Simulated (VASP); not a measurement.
A run of VASP 6.6.1:

The input INCAR:

```
PREC = Accurate
ENCUT = 520
EDIFF = 1E-7
ISMEAR = 0
SIGMA = 0.1
LREAL = F
LASPH = T
NELM = 60
ALGO = Fast
ISIF = 2
LWAVE = F
LCHARG = F
GGA = PE
NBANDS = 19
```

Contents of KPOINTS:

```
regular mesh
0
Gamma
  12 12 10
```

The input POSCAR:

```
LiBe3
1.0
    4.7938921703      0.0000000000      0.0000000000
   -2.3969460851      4.1516324025      0.0000000000
    0.0000000000      0.0000000000      3.7260122311
Li Be
2 6
Direct
    0.3333333333      0.6666666667      0.2500000000
    0.6666666667      0.3333333333      0.7500000000
    0.8421432063      0.6842864126      0.2500000000
    0.1578567937      0.8421432063      0.7500000000
    0.3157135874      0.1578567937      0.2500000000
    0.1578567937      0.3157135874      0.7500000000
    0.8421432063      0.1578567937      0.2500000000
    0.6842864126      0.8421432063      0.7500000000
```

Potentials or basis: VASP PAW PBE potentials, release 64 (Li_sv, Be).

Run with:

```sh
$ cat potpaw_PBE.64/Li_sv/POTCAR potpaw_PBE.64/Be/POTCAR > POTCAR
$ mpirun -np 1 vasp_std > vasp.out
```

Hardware: 1 thread of Intel(R) Xeon(R) Platinum 8259CL CPU @ 2.50GHz (Skylake/Cascade Lake), on a shared host.

How long does it take, and how much memory?

It took 4.1 min on 1 thread of Intel(R) Xeon(R) Platinum 8259CL CPU @ 2.50GHz (Skylake/Cascade Lake), with other jobs on the host, peak memory 0.26 GiB. Counts: scf iterations 24, k points 114.
